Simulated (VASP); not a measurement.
# C32N (a cell with a defect) in VASP: single point with PBE+D3(BJ)

Aim: the single point of C32N (a cell with a defect) with PBE+D3(BJ).

Everything below comes from runs of VASP 6.6.1. Logs are shortened: lines on timing, memory, paths and dates and some standing lists are left out, and cuts for length are marked.

### Step 1. The cell of the first run

The cell holds a defect, 33 atoms: a = 6.613 Å, b = 6.619 Å, c = 6.619 Å, α = 96.28°, β = 96.34°, γ = 96.34°.

### Step 2. Single point, PBE+D3(BJ), collinear spin, ferromagnetic start

File INCAR:

```
PREC = Accurate
ENCUT = 520
EDIFF = 1E-7
ISMEAR = 0
SIGMA = 0.02
LREAL = Auto
LASPH = True
NELM = 150
ALGO = Normal
ISIF = 2
LWAVE = False
LCHARG = False
ISPIN = 2
MAGMOM = 0 0 0 0 0 0 0 0 0 0 0 0 0 0 0 0 0 0 0 0 0 0 0 0 0 0 0 0 0 0 0 0 0.43
LORBIT = 11
GGA = PE
IVDW = 12
NBANDS = 92
```

File KPOINTS:

```
Automatic mesh
0
Gamma
  2 2 2
  0.5 0.5 0.5
```

File POSCAR:

```
C32N
1.0
    5.6709571555      0.0000000000     -3.4026574436
   -2.8677434780     -4.9298468454     -3.3594911955
   -2.8677434780      4.9298468454     -3.3594911955
C N
32 1
Direct
    0.4179545945      0.0405287755      0.5420587576
    0.6571233568      0.7804713125      0.5283683488
    0.8960036938      0.5193796829      0.5185261067
    0.4112545394      0.2889548173      0.2890647599
    0.1547202481      0.2796179463      0.5319894781
    0.6664747717      0.0446580814      0.2938463500
    0.9105891449      0.7860129959      0.2838588565
    0.4157472121      0.5409342673      0.0390257745
    0.1556101571      0.5312904432      0.2798844586
    0.6661916130      0.2939097633      0.0435845426
    0.9341181282      0.0733031281      0.0733658075
    0.4276895370      0.7956596596      0.7939379022
    0.1760121521      0.7959419433      0.0474184870
    0.6582531850      0.5301726016      0.7803353426
    0.9106421471      0.2834531532      0.7845683151
    0.1578829581      0.0225182639      0.7822986623
    0.5802057030      0.9536867007      0.4542020154
    0.8168768845      0.6906430236      0.4371893081
    0.0681690809      0.4428241966      0.4427783534
    0.5837991211      0.2111653611      0.2105971893
    0.3278783429      0.2032483214      0.4534690765
    0.8406594549      0.9706444018      0.2199703715
    0.0763117881      0.7006907736      0.1997328174
    0.5794488071      0.4545584969      0.9527624122
    0.3278255819      0.4539519479      0.2027364358
    0.8401396578      0.2185242571      0.9692911909
    0.0953576267      0.9781088202      0.9841019070
    0.5801280646      0.7004368451      0.6995605501
    0.3428783779      0.7136020419      0.9623604797
    0.8186103798      0.4404688229      0.6912190062
    0.0711127542      0.1968178334      0.6974502217
    0.3465814869      0.9610413494      0.7120607951
    1.0052223303      0.8407104505      0.7981888455
```

Potentials or basis: VASP PAW PBE potentials, release 64 (C, N).

Run with:

```sh
$ cat potpaw_PBE.64/C/POTCAR potpaw_PBE.64/N/POTCAR > POTCAR
$ mpirun -np 1 vasp_std > vasp.out
```

OUTCAR:

```text
PREC = Accurate
   ENCUT = 520
   EDIFF = 1E-7
   ISMEAR = 0
   LREAL = Auto
   LASPH = True
   NELM = 150
   ISIF = 2
   ISPIN = 2
   LORBIT = 11
   GGA = PE
   IVDW = 12
 IVDW          = 12

 ion  position               nearest neighbor table
   1  0.418  0.041  0.542-  32 1.40  17 1.42  21 1.44
   2  0.657  0.780  0.528-  17 1.42  28 1.42  18 1.43
   3  0.896  0.519  0.519-  19 1.42  30 1.43  18 1.43
   4  0.411  0.289  0.289-  21 1.42  25 1.42  20 1.43
   5  0.155  0.280  0.532-  31 1.42  21 1.43  19 1.43
   6  0.666  0.045  0.294-  22 1.42  17 1.42  20 1.42
   7  0.911  0.786  0.284-  18 1.42  23 1.43  22 1.44
   8  0.416  0.541  0.039-  29 1.41  24 1.42  25 1.43
   9  0.156  0.531  0.280-  23 1.42  25 1.42  19 1.43
  10  0.666  0.294  0.044-  26 1.42  20 1.42  24 1.42
  11  0.934  0.073  0.073-  26 1.40  22 1.40  27 1.45
  12  0.428  0.796  0.794-  32 1.41  28 1.41  29 1.43
  13  0.176  0.796  0.047-  29 1.43  23 1.43  27 1.46
  14  0.658  0.530  0.780-  28 1.42  24 1.42  30 1.42
  15  0.911  0.283  0.785-  31 1.41  30 1.42  26 1.45
  16  0.158  0.023  0.782-  32 1.46  31 1.48  27 1.49  33 1.50
  17  0.580  0.954  0.454-   2 1.42   6 1.42   1 1.42
  18  0.817  0.691  0.437-   7 1.42   2 1.43   3 1.43
  19  0.068  0.443  0.443-   3 1.42   9 1.43   5 1.43
  20  0.584  0.211  0.211-   6 1.42  10 1.42   4 1.43
  21  0.328  0.203  0.453-   4 1.42   5 1.43   1 1.44
  22  0.841  0.971  0.220-  11 1.40   6 1.42   7 1.44
  23  0.076  0.701  0.200-   9 1.42   7 1.43  13 1.43
  24  0.579  0.455  0.953-  10 1.42  14 1.42   8 1.42
  25  0.328  0.454  0.203-   9 1.42   4 1.42   8 1.43
  26  0.840  0.219  0.969-  11 1.40  10 1.42  15 1.45
  27  0.095  0.978  0.984-  11 1.45  13 1.46  33 1.47  16 1.49
  28  0.580  0.700  0.700-  12 1.41  14 1.42   2 1.42
  29  0.343  0.714  0.962-   8 1.41  13 1.43  12 1.43
  30  0.819  0.440  0.691-  14 1.42  15 1.42   3 1.43
  31  0.071  0.197  0.697-  15 1.41   5 1.42  16 1.48
  32  0.347  0.961  0.712-   1 1.40  12 1.41  16 1.46
  33  0.005  0.841  0.798-  27 1.47  16 1.50

  LATTYP: Found a base centered monoclinic cell.
 ALAT       =     8.8340554103
 B/A-ratio  =     1.1161005034
 C/A-ratio  =     0.7486322134
 COS(beta)  =    -0.1654005518

  Lattice vectors:

 A1 = (  -2.8677434780,  -4.9298468454,  -3.3594911955)
 A2 = (  -2.8677434780,   4.9298468454,  -3.3594911955)
 A3 = (   5.6709571555,   0.0000000000,  -3.4026574436)

Analysis of symmetry for initial positions (statically):
=====================================================================
 Subroutine PRICEL returns:
 Original cell was already a primitive cell.

 Routine SETGRP: Setting up the symmetry group for a
 base centered monoclinic supercell.

 Subroutine GETGRP returns: Found  1 space group operations
 (whereof  1 operations were pure point group operations)
 out of a pool of  4 trial point group operations.

The static configuration has the point symmetry C_1 .

Analysis of symmetry for dynamics (positions and initial velocities):
=====================================================================
 Subroutine PRICEL returns:
 Original cell was already a primitive cell.

 Routine SETGRP: Setting up the symmetry group for a
 base centered monoclinic supercell.

 Subroutine GETGRP returns: Found  1 space group operations
 (whereof  1 operations were pure point group operations)
 out of a pool of  4 trial point group operations.

The dynamic configuration has the point symmetry C_1 .

Analysis of structural, dynamic, and magnetic symmetry:
=====================================================================
 Subroutine PRICEL returns:
 Original cell was already a primitive cell.

 Routine SETGRP: Setting up the symmetry group for a
 base centered monoclinic supercell.

 Subroutine GETGRP returns: Found  1 space group operations
 (whereof  1 operations were pure point group operations)
 out of a pool of  4 trial point group operations.

The overall configuration has the point symmetry C_1 .

[... 119 lines left out ...]
  0.250000 -0.250000  0.250000      2.000000
 -0.250000 -0.250000  0.250000      2.000000
   k-points           NKPTS =      4   k-points in BZ     NKDIM =      4   number of bands    NBANDS=     92
   number of dos      NEDOS =    301   number of ions     NIONS =     33
   total plane-waves  NPLWV = 125000
   dimension x,y,z NGX =    50 NGY =   50 NGZ =   50
   dimension x,y,z NGXF=   100 NGYF=  100 NGZF=  100
   ions per type =              32   1
   NGX,Y,Z   is equivalent  to a cutoff of  12.57, 12.56, 12.56 a.u.
   NGXF,Y,Z  is equivalent  to a cutoff of  25.14, 25.12, 25.12 a.u.
 SYSTEM =  unknown system
   PREC   = accura    normal or accurate (medium, high low for compatibility)
   ISTART =      0    job   : 0-new  1-cont  2-samecut
   ICHARG =      2    charge: 1-file 2-atom 10-const
   ISPIN  =      2    spin polarized calculation?
   LNONCOLLINEAR =      F non collinear calculations
   LSORBIT =      F    spin-orbit coupling
   LASPH  =      T    aspherical Exc in radial PAW
   ENCUT  =  520.0 eV  38.22 Ry    6.18 a.u.  12.30 12.31 12.31*2*pi/ulx,y,z
   NELM   =    150;   NELMIN=  2; NELMDL= -5     # of ELM steps
   EDIFF  = 0.1E-06   stopping-criterion for ELM
   LREAL  =      T    real-space projection
   EDIFFG = 0.1E-05   stopping-criterion for IOM
   NSW    =      0    number of steps for IOM
   IBRION =     -1    ionic relax: 0-MD 1-quasi-New 2-CG
   NFREE  =      0    steps in history (QN), initial steepest desc. (CG)
   ISIF   =      2    stress and relaxation
   ISYM   =      2    0-nonsym 1-usesym 2-fastsym
   POTIM  = 0.5000    time-step for ionic-motion
   TEBEG  =    0.0;   TEEND  =   0.0 temperature during run
   PSTRESS=    0.0 pullay stress
   NELECT =     133.0000    total number of electrons
   NUPDOWN=      -1.0000    fix difference up-down
   EMIN   =  10.00;   EMAX   =-10.00  energy-range for DOS
   EFERMI =   0.00;   METHOD = LEGACY
   ISMEAR =     0;   SIGMA  =   0.02  broadening in eV -4-tet -1-fermi 0-gaus
   EFERMI_NEDOS =   21; number of points for ismear=-14 and -15
   IALGO  =     38    algorithm
   IMIX   =      4    mixing-type and parameters
     AMIX     =   0.40;   BMIX     =  1.00
     AMIX_MAG =   1.60;   BMIX_MAG =  1.00
  volume/ion in A,a.u.               =       8.61        58.09
  Fermi-wavevector in a.u.,A,eV,Ry     =   1.271235  2.402285 21.987530  1.616038
  Thomas-Fermi vector in A             =   2.404179
   LORBIT       =     11    0 simple, 1 ext, 2 COOP (PROOUT), +10 PAW based schemes
   GGA     = PE    functional components
   LHFCALC =     F    Hartree Fock is set to
   AEXX    =    0.0000 exact exchange contribution
   IVDW    =    12    specifies the selected vdW correction
   LEPSILON=     F    determine dielectric tensor
   LRPA    =     F    only Hartree local field effects (RPA)
 spin polarized calculation
 Gauss-broadening in eV      SIGMA  =   0.02
  energy-cutoff  :      520.00
  volume of cell :      284.05
 maximum number of plane-waves:      7645
 NGX is ok and might be reduce to    50
   NGX = 25   NGY = 25   NGZ = 25

 number of electron     132.9999997 magnetization       0.9999696

 Free energy of the ion-electron system (eV)
  ---------------------------------------------------
  ext. energy  EPLUGINS =         0.00000000
  ---------------------------------------------------
  free energy    TOTEN  =      -297.31464015 eV

  energy without entropy =     -297.31464015  energy(sigma->0) =     -297.31464015

 E-fermi :   4.7835     XC(G=0): -10.4817

 val. band max:        4.7026388318   @ k =  -0.2500  -0.2500   0.2500
 cond. band min:       4.8644764366   @ k =   0.2500  -0.2500   0.2500
 fundamental gap:      0.1618376048
 Fermi energy:         4.7834956983

 spin component 1

 k-point     1 :       0.2500    0.2500    0.2500
  band No.  band energies     occupation
      1     -16.4708      1.00000
      2     -14.4003      1.00000
      3     -13.3791      1.00000
      4     -13.3621      1.00000
      5     -13.1628      1.00000
      6     -13.1197      1.00000
[... 313 lines left out ...]
     77       9.7450      0.00000
     78      10.1973      0.00000
 Fermi energy:         4.7834956983

 spin component 2

 k-point     1 :       0.2500    0.2500    0.2500
  band No.  band energies     occupation
      1     -16.2535      1.00000
      2     -14.3635      1.00000
      3     -13.3590      1.00000
      4     -13.3286      1.00000
      5     -13.1438      1.00000
      6     -13.0967      1.00000
[... 313 lines left out ...]
     77       9.8171      0.00000
     78      10.2431      0.00000
 [bands above 78 left out]

------------------------ aborting loop because EDIFF is reached ----------------------------------------

 Edisp (eV)   -5.12365

 E8    (eV) :    -1.4489

  FORCE on cell =-STRESS in cart. coord.  units (eV):
  Direction    XX          YY          ZZ          XY          YZ          ZX
  --------------------------------------------------------------------------------------
  -------------------------------------------------------------------------------------
  Total      10.60339    -0.63299     4.08996    -0.09561    -1.55767    -0.19872
  in kB      59.80764    -3.57034    23.06913    -0.53926    -8.78593    -1.12087
  external pressure =       26.44 kB  Pullay stress =        0.00 kB

 VOLUME and BASIS-vectors are now :
 -----------------------------------------------------------------------------
  energy-cutoff  :      520.00
  volume of cell :      284.05
      direct lattice vectors                 reciprocal lattice vectors
     5.670957156  0.000000000 -3.402657444     0.116610618  0.000000000 -0.099541663
    -2.867743478 -4.929846845 -3.359491195    -0.059054477 -0.101423029 -0.098421722
    -2.867743478  4.929846845 -3.359491195    -0.059054477  0.101423029 -0.098421722

 POSITION                                       TOTAL-FORCE (eV/Angst)
 -----------------------------------------------------------------------------------
      0.69949      2.47247     -3.37935         0.019113     -0.007556     -0.043710
     -0.02690     -1.24283     -6.63300        -0.033859      0.011218      0.046514
      2.10475     -0.00421     -6.53563        -0.003379      0.008174      0.032133
      0.67460      0.00054     -3.34121         0.021627      0.037737      0.011532
     -1.45007      1.24415     -3.25305        -0.006198      0.008389     -0.037690
      2.80881      1.22846     -3.40499         0.012349      0.026092     -0.024792
[... 25 lines left out ...]
     -2.83258     -1.22744     -6.80007         0.022904     -0.004734      0.004090
     -4.67033     -0.20963     -5.52364        -0.133732     -1.146502      0.511614
 -----------------------------------------------------------------------------------
    total drift:                               -0.064725      0.006421      0.029119

  FREE ENERGIE OF THE ION-ELECTRON SYSTEM (eV)
  ---------------------------------------------------
  free  energy   TOTEN  =      -302.4382914443 eV

  energy  without entropy=     -302.4382914441  energy(sigma->0) =     -302.43829144

 total charge

# of ion       s       p       d       tot
------------------------------------------
    1        0.865   1.795   0.000   2.660
    2        0.865   1.786   0.000   2.651
    3        0.864   1.777   0.000   2.641
    4        0.864   1.787   0.000   2.651
    5        0.862   1.783   0.000   2.645
    6        0.867   1.797   0.000   2.664
[... 25 lines left out ...]
   32        0.867   1.795   0.000   2.662
   33        1.338   2.340   0.000   3.678
--------------------------------------------------
tot         28.933  59.487   0.000  88.420

 magnetization (x)

# of ion       s       p       d       tot
------------------------------------------
    1       -0.001  -0.010   0.000  -0.011
    2       -0.000  -0.005   0.000  -0.005
    3       -0.001  -0.007   0.000  -0.008
    4       -0.002  -0.013   0.000  -0.015
    5       -0.001  -0.009   0.000  -0.010
    6       -0.001  -0.006   0.000  -0.007
[... 25 lines left out ...]
   32        0.004   0.046   0.000   0.050
   33        0.009   0.323   0.000   0.332
--------------------------------------------------
tot          0.028   0.606   0.000   0.634
```

Wall time 4.9 min (1 thread of Intel Xeon Platinum 8488C (Sapphire Rapids), shared host); peak memory 0.5 GiB.

What came out:

```
Free energy                                           : -302.4383 eV
Pressure                                              : 2.6 GPa
Largest force                                         : 1.263 eV/Å
Band gap on the k mesh                                : 0.16 eV
Net moment                                            : 1.00 μB per cell
Site moments                                          : C -0.01, -0.02, +0.02, +0.01, +0.05, +0.04, +0.03, +0.07 (each value once); N +0.33 μB
Valence electrons inside the program's atomic spheres : C 2.66, 2.65, 2.64, 2.67, 2.60, 2.63 (each value once); N 3.68
Dispersion energy per atom                            : -0.155 eV
```

Forces on the atoms (eV/Å):
```
C    0.019 -0.008 -0.044
C   -0.034  0.011  0.047
C   -0.003  0.008  0.032
C    0.022  0.038  0.012
C   -0.006  0.008 -0.038
C    0.012  0.026 -0.025
C   -0.039  0.034 -0.056
C   -0.001  0.058  0.053
C    0.026  0.085 -0.047
C    0.023  0.009 -0.001
C    0.078  0.034  0.111
C   -0.057 -0.019  0.016
C    0.008  0.476 -0.855
C   -0.019  0.008 -0.007
C   -0.006  0.004 -0.023
C    0.067 -0.140  0.210
C    0.017  0.003 -0.007
C   -0.006 -0.006  0.085
C   -0.004  0.030  0.010
C    0.012  0.017  0.006
C    0.019  0.017 -0.014
C    0.018  0.042 -0.029
C    0.049  0.096 -0.330
C   -0.002  0.028  0.016
C    0.019  0.023 -0.011
C    0.046  0.031  0.043
C    0.055  0.232  0.419
C   -0.039 -0.002  0.022
C   -0.139  0.059  0.022
C   -0.017 -0.013 -0.029
C   -0.003 -0.036 -0.105
C    0.023 -0.005  0.004
N   -0.134 -1.147  0.512
```
